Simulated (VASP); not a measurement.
Runs of VASP 6.6.1 on Ta4O. The structure is that of space group Pm-3m (No. 221), or close to it. The cells are those of the table. The cell was generated, and may not be a known phase.

```csv
task,cell,k mesh,cutoff (eV),gap on the mesh (eV),pressure (GPa),relaxed volume (Å³/atom)
single point,"a = 4.291 Å, 5 atoms",4 × 4 × 4,520,none,0.2,-
relaxation of cell and atoms,"relaxed from a = 4.291 Å, 5 atoms",10 × 10 × 10,600,none,0.0,15.85
single point,"a = 4.208 Å, 5 atoms",4 × 4 × 4,520,none,(a),-
single point,"a = 4.295 Å, 5 atoms",10 × 10 × 10,520,none,0.2,-
relaxation of cell and atoms,"relaxed from a = 4.208 Å, 5 atoms",4 × 4 × 4,600,none,-0.1,15.82
```

Alike in all rows: level PBE; potentials or basis VASP PAW PBE potentials, release 64 (Ta_pv, O); no spin polarisation; smearing gaussian 0.1 eV.

Q: Fill in the values left out.

A: (a) 15.5.

Caveats: some runs use coarse meshes; spin-orbit coupling is left out, which moves the levels of the heavy elements.

A k mesh can miss the band edges, and the runs leave out spin-orbit coupling on Ta.

A gap of «none» marks levels without a gap at the run's occupations.
